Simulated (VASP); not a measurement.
# Te (P3_121) in VASP: a series of runs

The runs below take Te through single point, with LDA, r2SCAN.

Everything below comes from runs of VASP 6.6.1. Logs are shortened: lines on timing, memory, paths and dates and some standing lists are left out, and cuts for length are marked.

## (1) The cell of the first run

The structure is trigonal, space group P3_121 (No. 152). The conventional cell has a = 4.454 Å, b = 4.454 Å, c = 5.924 Å, α = 90.00°, β = 90.00°, γ = 120.00°. Te (site symmetry 2) has 6 Te at 2.86 to 3.47 Å within 3.8 Å.

## (2) Single point, LDA

INCAR

```
  PREC = Accurate
  ENCUT = 520
  EDIFF = 1E-6
  ISMEAR = -1
  SIGMA = 0.05
  LREAL = False
  LASPH = True
  NELM = 60
  ALGO = Normal
  ISIF = 2
  LWAVE = False
  LCHARG = True
  LELF = True
  LVHAR = True
  NBANDS = 16
```

KPOINTS

```
Automatic mesh
0
Gamma
  7 7 5
```

POSCAR

```
Te
1.0
    4.4540000000      0.0000000000      0.0000000000
   -2.2270000000      3.8572771485      0.0000000000
    0.0000000000      0.0000000000      5.9240000000
Te
3
Direct
    0.7310000000      0.7310000000      0.0000000000
    0.0000000000      0.2690000000      0.6666666667
    0.2690000000      0.0000000000      0.3333333333
```

Potentials or basis: VASP PAW LDA potentials, release 64 (Te).

Started as:

```console
$ cat potpaw_LDA.64/Te/POTCAR > POTCAR
$ mpirun -np 1 vasp_std > vasp.out
```

OUTCAR:

```text
PREC = Accurate
   ENCUT = 520
   EDIFF = 1E-6
   ISMEAR = -1
   LREAL = False
   LASPH = True
   NELM = 60
   ISIF = 2

 ion  position               nearest neighbor table
   1  0.731  0.731  0.000-   3 2.86   2 2.86   3 3.47   2 3.47   2 3.47   3 3.47
   2  0.000  0.269  0.667-   1 2.86   3 2.86   1 3.47   1 3.47   3 3.47   3 3.47
   3  0.269  0.000  0.333-   1 2.86   2 2.86   1 3.47   1 3.47   2 3.47   2 3.47

  LATTYP: Found a hexagonal cell.
 ALAT       =     4.4540000000
 C/A-ratio  =     1.3300404131

  Lattice vectors:

 A1 = (   4.4540000000,   0.0000000000,   0.0000000000)
 A2 = (  -2.2270000000,   3.8572771485,   0.0000000000)
 A3 = (   0.0000000000,   0.0000000000,   5.9240000000)

Analysis of symmetry for initial positions (statically):
=====================================================================
 Subroutine PRICEL returns:
 Original cell was already a primitive cell.

 Routine SETGRP: Setting up the symmetry group for a
 hexagonal supercell.

 Subroutine GETGRP returns: Found  6 space group operations
 (whereof  2 operations were pure point group operations)
 out of a pool of 24 trial point group operations.

The static configuration has the point symmetry C_2 .
 The point group associated with its full space group is D_3 .

Analysis of symmetry for dynamics (positions and initial velocities):
=====================================================================
 Subroutine PRICEL returns:
 Original cell was already a primitive cell.

 Routine SETGRP: Setting up the symmetry group for a
 hexagonal supercell.

 Subroutine GETGRP returns: Found  6 space group operations
 (whereof  2 operations were pure point group operations)
 out of a pool of 24 trial point group operations.

The dynamic configuration has the point symmetry C_2 .
 The point group associated with its full space group is D_3 .

 Subroutine INISYM returns: Found  6 space group operations
 (whereof  2 operations are pure point group operations),
 and found     1 'primitive' translations

----------------------------------------------------------------------------------------

                                     Primitive cell

  volume of cell :     101.7762

  direct lattice vectors                    reciprocal lattice vectors
     4.454000000  0.000000000  0.000000000     0.224517288  0.129625117  0.000000000
    -2.227000000  3.857277149  0.000000000     0.000000000  0.259250233  0.000000000
     0.000000000  0.000000000  5.924000000     0.000000000  0.000000000  0.168804862

  length of vectors
     4.454000000  4.454000000  5.924000000     0.259250233  0.259250233  0.168804862

  position of ions in fractional coordinates (direct lattice)
     0.731000000  0.731000000  0.000000000
     0.000000000  0.269000000  0.666666667
     0.269000000  0.000000000  0.333333333

  ion indices of the primitive-cell ions
   primitive index   ion index
                 1           1
                 2           2
                 3           3

----------------------------------------------------------------------------------------

 KPOINTS: Automatic mesh

Automatic generation of k-mesh.
 Grid dimensions read from file:
 generate k-points for:    7    7    5

 Generating k-lattice:

  Cartesian coordinates                     Fractional coordinates (reciprocal lattice)
     0.032073898  0.018517874  0.000000000     0.142857143  0.000000000  0.000000000
     0.000000000  0.037035748  0.000000000     0.000000000  0.142857143  0.000000000
     0.000000000  0.000000000  0.033760972     0.000000000  0.000000000  0.200000000

  Length of vectors
     0.037035748  0.037035748  0.033760972

  Shift w.r.t. Gamma in fractional coordinates (k-lattice)
     0.000000000  0.000000000  0.000000000

 Subroutine IBZKPT returns following result:
 ===========================================

 Found     32 irreducible k-points:

 Following reciprocal coordinates:
            Coordinates               Weight
  0.000000  0.000000  0.000000      1.000000
  0.142857  0.000000  0.000000      6.000000
  0.285714  0.000000  0.000000      6.000000
  0.428571  0.000000  0.000000      6.000000
  0.142857  0.142857  0.000000      6.000000
  0.285714  0.142857  0.000000     12.000000
[... 16 lines left out ...]
  0.000000  0.142857  0.400000      6.000000
  0.285714  0.000000  0.400000      6.000000
 [... further k-points ...]
   k-points           NKPTS =     32   k-points in BZ     NKDIM =     32   number of bands    NBANDS=     16
   number of dos      NEDOS =    301   number of ions     NIONS =      3
   total plane-waves  NPLWV =  62208
   dimension x,y,z NGX =    36 NGY =   36 NGZ =   48
   dimension x,y,z NGXF=    72 NGYF=   72 NGZF=   96
   ions per type =               3
   NGX,Y,Z   is equivalent  to a cutoff of  13.44, 13.44, 13.47 a.u.
   NGXF,Y,Z  is equivalent  to a cutoff of  26.87, 26.87, 26.94 a.u.
 SYSTEM =  unknown system
   PREC   = accura    normal or accurate (medium, high low for compatibility)
   ISTART =      0    job   : 0-new  1-cont  2-samecut
   ICHARG =      2    charge: 1-file 2-atom 10-const
   ISPIN  =      1    spin polarized calculation?
   LNONCOLLINEAR =      F non collinear calculations
   LSORBIT =      F    spin-orbit coupling
   LASPH  =      T    aspherical Exc in radial PAW
   ENCUT  =  520.0 eV  38.22 Ry    6.18 a.u.   8.28  8.28 11.01*2*pi/ulx,y,z
   NELM   =     60;   NELMIN=  2; NELMDL= -5     # of ELM steps
   EDIFF  = 0.1E-05   stopping-criterion for ELM
   LREAL  =      F    real-space projection
   EDIFFG = 0.1E-04   stopping-criterion for IOM
   NSW    =      0    number of steps for IOM
   IBRION =     -1    ionic relax: 0-MD 1-quasi-New 2-CG
   NFREE  =      0    steps in history (QN), initial steepest desc. (CG)
   ISIF   =      2    stress and relaxation
   ISYM   =      2    0-nonsym 1-usesym 2-fastsym
   POTIM  = 0.5000    time-step for ionic-motion
   TEBEG  =    0.0;   TEEND  =   0.0 temperature during run
   PSTRESS=    0.0 pullay stress
   NELECT =      18.0000    total number of electrons
   NUPDOWN=      -1.0000    fix difference up-down
   EMIN   =  10.00;   EMAX   =-10.00  energy-range for DOS
   EFERMI =   0.00;   METHOD = LEGACY
   ISMEAR =    -1;   SIGMA  =   0.05  broadening in eV -4-tet -1-fermi 0-gaus
   EFERMI_NEDOS =   21; number of points for ismear=-14 and -15
   IALGO  =     38    algorithm
   IMIX   =      4    mixing-type and parameters
     AMIX     =   0.40;   BMIX     =  1.00
     AMIX_MAG =   1.60;   BMIX_MAG =  1.00
  volume/ion in A,a.u.               =      33.93       228.94
  Fermi-wavevector in a.u.,A,eV,Ry     =   0.918933  1.736531 11.489263  0.844437
  Thomas-Fermi vector in A             =   2.044070
   LORBIT       =      0    0 simple, 1 ext, 2 COOP (PROOUT), +10 PAW based schemes
   GGA     = CA    functional components
   LHFCALC =     F    Hartree Fock is set to
   AEXX    =    0.0000 exact exchange contribution
   IVDW    =     0    specifies the selected vdW correction
   LEPSILON=     F    determine dielectric tensor
   LRPA    =     F    only Hartree local field effects (RPA)
 non-spin polarized calculation
  energy-cutoff  :      520.00
  volume of cell :      101.78
 maximum number of plane-waves:      2757
 NGX is ok and might be reduce to    36
   NGX = 17   NGY = 17   NGZ = 23

 number of electron      17.9999999 magnetization

 Free energy of the ion-electron system (eV)
  ---------------------------------------------------
  ext. energy  EPLUGINS =         0.00000000
  ---------------------------------------------------
  free energy    TOTEN  =       -11.34812284 eV

  energy without entropy =      -11.34798902  energy(sigma->0) =      -11.34805593

 E-fermi :   5.9617     XC(G=0):  -9.3065

 val. band max:        5.6407543355   @ k =   0.2857   0.2857   0.4000
 cond. band min:       6.2136604171   @ k =   0.0000   0.0000   0.4000
 fundamental gap:      0.5729060816
 Fermi energy:         5.9616907755

 k-point     1 :       0.0000    0.0000    0.0000
  band No.  band energies     occupation
      1      -7.8407      2.00000
      2      -4.5519      2.00000
      3      -4.5519      2.00000
      4       2.7460      2.00000
      5       3.0455      2.00000
      6       3.0455      2.00000
[... 8 lines left out ...]
     15      11.6358      0.00000
     16      12.0415      0.00000

 k-point     2 :       0.1429    0.0000    0.0000
  band No.  band energies     occupation
      1      -7.7035      2.00000
      2      -4.5969      2.00000
      3      -4.5151      2.00000
      4       1.8636      2.00000
      5       2.4514      2.00000
      6       2.7717      2.00000
[... 8 lines left out ...]
     15      11.8396      0.00000
     16      12.1954      0.00000

 k-point     3 :       0.2857    0.0000    0.0000
  band No.  band energies     occupation
      1      -7.3262      2.00000
      2      -4.8196      2.00000
      3      -4.4227      2.00000
      4       1.0648      2.00000
      5       1.7668      2.00000
      6       2.3147      2.00000
[... 8 lines left out ...]
     15      12.4053      0.00000
     16      13.2094      0.00000

 k-point     4 :       0.4286    0.0000    0.0000
  band No.  band energies     occupation
      1      -6.8795      2.00000
      2      -5.2050      2.00000
      3      -4.3391      2.00000
      4       0.9395      2.00000
      5       1.4098      2.00000
      6       2.1089      2.00000
[... 8 lines left out ...]
     15      13.8202      0.00000
     16      14.3928      0.00000
[... 324 lines left out ...]
 k-point    22 :       0.1429    0.0000    0.4000
  band No.  band energies     occupation
      1      -7.1474      2.00000
      2      -6.4651      2.00000
      3      -2.8776      2.00000
      4       1.8523      2.00000
      5       2.8103      2.00000
      6       3.0889      2.00000
[... 8 lines left out ...]
     15      11.4043      0.00000
     16      12.1260      0.00000

 k-point    23 :       0.0000    0.1429    0.4000
  band No.  band energies     occupation
      1      -7.1422      2.00000
      2      -6.4751      2.00000
      3      -2.8529      2.00000
      4       1.7716      2.00000
      5       2.5004      2.00000
      6       3.0239      2.00000
[... 8 lines left out ...]
     15      11.6129      0.00000
     16      12.3797      0.00000

 k-point    24 :       0.2857    0.0000    0.4000
  band No.  band energies     occupation
      1      -6.8353      2.00000
      2      -6.1632      2.00000
      3      -3.5568      2.00000
      4       1.2627      2.00000
      5       2.3167      2.00000
      6       2.5243      2.00000
[... 8 lines left out ...]
     15      11.7227      0.00000
     16      12.3776      0.00000

 [... further k-points ...]

------------------------ aborting loop because EDIFF is reached ----------------------------------------

  FORCE on cell =-STRESS in cart. coord.  units (eV):
  Direction    XX          YY          ZZ          XY          YZ          ZX
  --------------------------------------------------------------------------------------
  -------------------------------------------------------------------------------------
  Total       -1.1835443     -1.1835443     -1.1347176      0.0000000      0.0000000     -0.0000000
  in kB      -18.6315501    -18.6315501    -17.8629127      0.0000000      0.0000000     -0.0000000
  external PRESSURE =     -18.3753376 kB  Pullay stress =       0.0000000 kB

 VOLUME and BASIS-vectors are now :
 -----------------------------------------------------------------------------
  energy-cutoff  :      520.00
  volume of cell :      101.78
      direct lattice vectors                 reciprocal lattice vectors
     4.454000000  0.000000000  0.000000000     0.224517288  0.129625117  0.000000000
    -2.227000000  3.857277149  0.000000000     0.000000000  0.259250233  0.000000000
     0.000000000  0.000000000  5.924000000     0.000000000  0.000000000  0.168804862

 POSITION                                       TOTAL-FORCE (eV/Angst)
 -----------------------------------------------------------------------------------
      1.62794      2.81967      0.00000        -0.042002     -0.072750     -0.000000
     -0.59906      1.03761      3.94933        -0.042002      0.072750     -0.000000
      1.19813      0.00000      1.97467         0.084005     -0.000000      0.000000
 -----------------------------------------------------------------------------------
    total drift:                               -0.000000     -0.000000      0.000000

  FREE ENERGIE OF THE ION-ELECTRON SYSTEM (eV)
  ---------------------------------------------------
  free  energy   TOTEN  =       -11.3481228372 eV

  energy  without entropy=      -11.3479890189  energy(sigma->0) =      -11.34805593
```

Run time: 44 s. Hardware: 1 thread of AMD EPYC 7R13 (Zen 3), shared host; peak memory 0.17 GiB.

Results:

| Item | Value |
| --- | --- |
| Free energy | -11.3481 eV |
| Pressure | -1.8 GPa |
| Largest force | 0.084 eV/Å |
| Band gap on the k mesh | 0.57 eV (least direct gap 0.74 eV) |

Forces on the atoms (eV/Å):
```
Te  -0.042 -0.073  0.000
Te  -0.042  0.073  0.000
Te   0.084  0.000  0.000
```

Stress tensor (GPa, compression positive):
```
-1.86  0.00  0.00
 0.00 -1.86  0.00
 0.00  0.00 -1.79
```

Caveat: spin-orbit coupling is left out, which moves the levels of the heavy elements; an odd mesh through Γ misses points on the zone boundary, where band edges can lie.

## (3) Single point, LDA

This run uses another cell than the first one, of 34.60 Å³/atom.

INCAR

```
  ALGO = Normal
  EDIFF = 1E-7
  ENCUT = 520
  ISIF = 2
  ISMEAR = -1
  LASPH = T
  LCHARG = F
  LREAL = F
  LWAVE = F
  NBANDS = 16
  NELM = 80
  PREC = Accurate
  SIGMA = 0.05
```

KPOINTS

```
k-points
0
Gamma
  7 7 5
```

POSCAR

```
Te
1.0
    4.4834975484      0.0000000000      0.0000000000
   -2.2417487742      3.8828227747      0.0000000000
    0.0000000000      0.0000000000      5.9632329314
Te
3
Direct
    0.7310000000      0.7310000000      0.0000000000
    0.0000000000      0.2690000000      0.6666666667
    0.2690000000      0.0000000000      0.3333333333
```

Potentials or basis: VASP PAW LDA potentials, release 64 (Te).

Started as:

```console
$ cat potpaw_LDA.64/Te/POTCAR > POTCAR
$ mpirun -np 1 vasp_std > vasp.out
```

Run time: 39 s. Hardware: 1 thread of AMD EPYC 7R13 (Zen 3), shared host; peak memory 0.18 GiB.

The run converged. Its results:

```
Free energy            : -11.3192 eV
Pressure               : -2.7 GPa
Largest force          : 0.016 eV/Å
Band gap on the k mesh : 0.58 eV (least direct gap 0.73 eV)
```

Forces in eV/Å, atoms in the order of the input:
```
Te   0.008  0.014  0.000
Te   0.008 -0.014  0.000
Te  -0.016  0.000  0.000
```

Stress tensor (GPa, compression positive):
```
-2.60  0.00  0.00
 0.00 -2.60  0.00
 0.00  0.00 -2.93
```

Levels at points of the mesh, in eV from the valence-band top:
| k point | band 5 | band 6 | band 7 | band 8 | band 9 | band 10 | band 11 | band 12 | band 13 | band 14 |
| --- | --- | --- | --- | --- | --- | --- | --- | --- | --- | --- |
| (0.00, 0.00, 0.00) | -2.56 | -2.56 | -1.46 | -1.46 | -0.64 | 1.12 | 1.12 | 1.71 | 5.10 | 5.10 |

Caveat: spin-orbit coupling is left out, which moves the levels of the heavy elements; an odd mesh through Γ misses points on the zone boundary, where band edges can lie.

## (4) Single point, LDA

This run uses another cell than the first one, of 35.28 Å³/atom.

INCAR

```
  PREC = Accurate
  ENCUT = 520
  EDIFF = 1E-6
  ISMEAR = -1
  SIGMA = 0.05
  LREAL = False
  LASPH = True
  NELM = 100
  ALGO = Normal
  ISIF = 2
  LWAVE = False
  LCHARG = False
  NBANDS = 16
```

KPOINTS

```
Automatic mesh
0
Gamma
  7 7 5
```

POSCAR

```
Te
1.0
    4.5126119846      0.0000000000      0.0000000000
   -2.2563059923      3.9080366161      0.0000000000
    0.0000000000      0.0000000000      6.0019563082
Te
3
Direct
    0.7310000000      0.7310000000      0.0000000000
    0.0000000000      0.2690000000      0.6666666667
    0.2690000000      0.0000000000      0.3333333333
```

Started as:

```console
$ cat potpaw_LDA.64/Te/POTCAR > POTCAR
$ mpirun -np 1 vasp_std > vasp.out
```

It took 36 s on 1 thread of AMD EPYC 7R13 (Zen 3), shared host; peak memory 0.18 GiB.

It converged, with:

```
Free energy            : -11.2797 eV
Pressure               : -3.5 GPa
Largest force          : 0.108 eV/Å
Band gap on the k mesh : 0.58 eV (least direct gap 0.72 eV)
```

Forces in eV/Å, atoms in the order of the input:
```
Te   0.054  0.094  0.000
Te   0.054 -0.094  0.000
Te  -0.108  0.000  0.000
```

Stress tensor (GPa, compression positive):
```
-3.26  0.00  0.00
 0.00 -3.26  0.00
 0.00  0.00 -3.95
```

Levels at points of the mesh, in eV from the valence-band top:
| k point | band 5 | band 6 | band 7 | band 8 | band 9 | band 10 | band 11 | band 12 | band 13 | band 14 |
| --- | --- | --- | --- | --- | --- | --- | --- | --- | --- | --- |
| (0.00, 0.00, 0.00) | -2.53 | -2.53 | -1.41 | -1.41 | -0.61 | 1.10 | 1.10 | 1.69 | 5.14 | 5.14 |

Caveat: the cell stands under tension; spin-orbit coupling is left out, which moves the levels of the heavy elements; an odd mesh through Γ misses points on the zone boundary, where band edges can lie.

## (5) Single point, r2SCAN

POSCAR

```
Te
1.0
    4.4540000000      0.0000000000      0.0000000000
   -2.2270000000      3.8572771485      0.0000000000
    0.0000000000      0.0000000000      5.9240000000
Te
3
Direct
    0.7310000000      0.7310000000      0.0000000000
    0.0000000000      0.2690000000      0.6666666667
    0.2690000000      0.0000000000      0.3333333333
```

INCAR.step1

```
SYSTEM = Te
  PREC = Accurate
  ENCUT = 520
  ISMEAR = -1
  SIGMA = 0.05
  LREAL = .False.
  LASPH = .True.
  NELM = 60
  NBANDS = 16
  GGA = PE
  ALGO = Normal
  EDIFF = 1E-4
  LWAVE = .True.
  LCHARG = .False.
```

INCAR.step2

```
SYSTEM = Te
  PREC = Accurate
  ENCUT = 520
  EDIFF = 1E-6
  ISMEAR = -1
  SIGMA = 0.05
  LREAL = .False.
  LASPH = .True.
  NELM = 60
  ALGO = Normal
  ISIF = 2
  LWAVE = .False.
  LCHARG = .False.
  METAGGA = R2SCAN
  LMIXTAU = .True.
  NBANDS = 16
  ISTART = 1
```

KPOINTS

```
regular mesh
0
Gamma
  7 7 5
  0 0 0
```

Potentials or basis: VASP PAW PBE potentials, release 64 (Te).

Started as:

```console
$ cat potpaw_PBE.64/Te/POTCAR > POTCAR
$ cp INCAR.step1 INCAR
$ mpirun -np 1 vasp_std > vasp.out
$ cp INCAR.step2 INCAR
$ mpirun -np 1 vasp_std > vasp.out
```

Run time: 3.6 min. Hardware: 1 thread of AMD EPYC 7R13 (Zen 3), shared host; peak memory 0.23 GiB.

The run converged. Its results:

```
Free energy            : -76.2235 eV
Pressure               : 0.9 GPa
Largest force          : 0.062 eV/Å
Band gap on the k mesh : 0.75 eV (least direct gap 0.93 eV)
```

Forces in eV/Å, atoms in the order of the input:
```
Te   0.031  0.053  0.000
Te   0.031 -0.053  0.000
Te  -0.062  0.000  0.000
```

Levels at points of the mesh, in eV from the valence-band top:
| k point | band 7 | band 8 | band 9 | band 10 | band 11 | band 12 |
| --- | --- | --- | --- | --- | --- | --- |
| (0.00, 0.00, 0.00) | -1.59 | -1.59 | -0.77 | 1.28 | 1.28 | 1.92 |

Caveat: the PAW data sets were made with another functional, which shifts forces and pressure a little; spin-orbit coupling is left out, which moves the levels of the heavy elements; an odd mesh through Γ misses points on the zone boundary, where band edges can lie. r2SCAN opens gaps a little over a GGA but as a rule still falls short of measured ones.

## (6) The runs side by side

```tsv
level	potentials or basis	cell	gap on the mesh (eV)	pressure (GPa)	largest force (eV/Å)
LDA	VASP PAW LDA potentials, release 64 (Te)	a = 4.454, b = 4.454, c = 5.924 Å, angles 90.0, 90.0, 120.0°, 3 atoms	0.57	-1.8	0.08
LDA	VASP PAW LDA potentials, release 64 (Te)	a = 4.483, b = 4.483, c = 5.963 Å, angles 90.0, 90.0, 120.0°, 3 atoms	0.58	-2.7	0.02
LDA	VASP PAW LDA potentials, release 64 (Te)	a = 4.513, b = 4.513, c = 6.002 Å, angles 90.0, 90.0, 120.0°, 3 atoms	0.58	-3.5	0.11
r2SCAN	VASP PAW PBE potentials, release 64 (Te)	a = 4.454, b = 4.454, c = 5.924 Å, angles 90.0, 90.0, 120.0°, 3 atoms	0.75	0.9	0.06
```

Alike in all rows: task single point; no spin polarisation; k mesh 7 × 7 × 5; cutoff (eV) 520; smearing fermi-dirac 0.05 eV.

Caveats: spin-orbit coupling is left out, which moves the levels of the heavy elements; an odd mesh through Γ misses points on the zone boundary, where band edges can lie; the cell stands under tension (at least some runs); the PAW data sets were made with another functional, which shifts forces and pressure a little (at least some runs).

Absolute energies hang on the potentials; compare differences alone.
